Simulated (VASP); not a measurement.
Here is a VASP 6.6.1 calculation.

File INCAR:

```
ALGO = Normal ; EDIFF = 1E-7
EDIFFG = -0.01 ; ENCUT = 600
GGA = PE ; IBRION = 2
ISIF = 3 ; ISMEAR = 0
IVDW = 12 ; LASPH = True
LCHARG = False ; LREAL = False
LWAVE = False ; NELM = 60
NSW = 100 ; PREC = Accurate
SIGMA = 0.1
```

The input KPOINTS:

```
k-points
0
Gamma
  12 12 4
```

The input POSCAR:

```
MgBe2S4
1.0
    3.3695748173      0.0000000000      0.0000000000
   -1.6847874086      2.9181373917      0.0000000000
    0.0000000000      0.0000000000     11.0331940553
Mg Be S
1 2 4
Direct
    0.0000000000      0.0000000000      0.0000000000
    0.0000000000      0.0000000000      0.6751664092
    0.0000000000      0.0000000000      0.3248335908
    0.6666666667      0.3333333333      0.8527925474
    0.3333333333      0.6666666667      0.6161495266
    0.6666666667      0.3333333333      0.3838504734
    0.3333333333      0.6666666667      0.1472074526
```

Potentials or basis: VASP PAW PBE potentials, release 64 (Mg, Be, S).

Command:

```bash
$ cat potpaw_PBE.64/Mg/POTCAR potpaw_PBE.64/Be/POTCAR potpaw_PBE.64/S/POTCAR > POTCAR
$ mpirun -np 1 vasp_std > vasp.out
```

Q: Estimate the dispersion energy per atom.

A: -0.325 eV.

Q: Predict the band gap on the k mesh.

A: Zero (bands 15 and 16 overlap by 1.32 eV).

Q: What does it give for the space group after relaxing (to 0.1 Å)?

A: P-3m1 (No. 164).

The path:
```csv
step,energy change (eV),largest force (eV/Å),pressure (GPa),volume (Å³)
1,0.0000,0.0625,0.13,108.49
2,-0.0018,0.0439,-0.01,108.68
3,-0.0025,0.0501,-0.21,108.96
4,-0.0025,0.0490,-0.19,108.92
5,-0.0029,0.0174,0.11,108.63
6,-0.0029,0.0215,0.07,108.67
7,-0.0030,0.0159,0.05,108.73
8,-0.0032,0.0127,0.02,108.93
9,-0.0032,0.0156,0.00,109.02
10,-0.0033,0.0008,0.00,109.05
```
